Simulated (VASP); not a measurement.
Write the native input for VASP 6.6.1 that does the following.

| Property | Result |
| --- | --- |
| Task | single point |
| Functional | PBEsol |
| Potentials or basis | VASP PAW PBE potentials, release 64 (Si) |
| Cutoff | 500 eV |
| k mesh | 5 × 5 × 3 |
| Occupations | methfessel-paxton, width 0.0564 eV |
| Spin | no spin polarisation |
| Dipole correction | no |
| Further INCAR settings | ALGO = Normal; EDIFF = 1e-06; NBANDS = 16 |

The structure of Si lies in POSCAR:

```
Si
1.0
    3.8313170000      0.0000000000      0.0000000000
   -1.9156590000      3.3180180000      0.0000000000
    0.0000000000      0.0000000000      6.3326220000
Si
4
Direct
    0.3333333333      0.6666666667      0.0630090000
    0.6666666667      0.3333333333      0.5630100000
    0.3333333333      0.6666666667      0.4369910000
    0.6666666667      0.3333333333      0.9369900000
```

These files were run (other wordings do the same):

INCAR

```
PREC = Accurate
ENCUT = 500
EDIFF = 1E-6
ISMEAR = 1
SIGMA = 0.0564
LREAL = F
LASPH = T
NELM = 120
ALGO = Normal
ISIF = 2
LWAVE = F
LCHARG = F
GGA = PS
NBANDS = 16
GGA_COMPAT = F
```

KPOINTS

```
Automatic mesh
0
Gamma
  5 5 3
```

Potentials or basis: VASP PAW PBE potentials, release 64 (Si).

Run with:

```sh
$ cat potpaw_PBE.64/Si/POTCAR > POTCAR
$ mpirun -np 1 vasp_std > vasp.out
```

Results of the run:

```
Pressure               : -0.2 GPa
Largest force          : 0.024 eV/Å
Band gap on the k mesh : 0.41 eV, indirect (least direct gap 0.95 eV)
```

Caveat: the PAW data sets were made with another functional, which shifts forces and pressure a little.

Run time: 12 s on 1 thread of Intel(R) Xeon(R) Platinum 8259CL CPU @ 2.50GHz (Skylake/Cascade Lake), with other jobs on the host, peak memory 0.17 GiB.
